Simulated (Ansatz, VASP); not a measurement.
One calculation of InSb, two programs

```
In Sb
1.0
     2.81902    0.00000    0.00000
     0.00000    2.81902    0.00000
     0.00000    0.00000    7.40349
In Sb
1 1
Direct
  0.00000 0.00000 0.00000
  0.00000 0.00000 0.50000
```

Alike in both runs: task single point; functional PBE; k mesh 18 × 18 × 10; occupations gaussian, width 0.15 eV; no spin polarisation.

|  | VASP | Ansatz |
| --- | --- | --- |
| version | VASP 6.6.1 | Ansatz 0.2.0 |
| potentials or method | VASP PAW PBE potentials, release 64 (In_d, Sb), cutoff 520 eV | scalar-relativistic, plane waves, PAW |
| valence electrons in the cell | 18 | 28 |

Ansatz gave:

```
gap on the k mesh at the Fermi level (eV)                     : none
pressure (GPa)                                                : 7.7
traceless stress, the component that is largest in VASP (GPa) : -12.71
```

**Question.** Which values does VASP return?

**Answer.** gap on the k mesh at the Fermi level (eV): none; pressure (GPa): 7.7; traceless stress, the component that is largest in VASP (GPa): -12.77.

A gap of «none» marks a metal or a gap that the smearing closes. With one functional, cell and mesh, what is left measures potentials, basis and numerics. VASP's potentials hold 18 valence electrons a cell and Ansatz's 28, so a difference there can come from the potentials and not from the codes.

Spin-orbit coupling is off throughout.
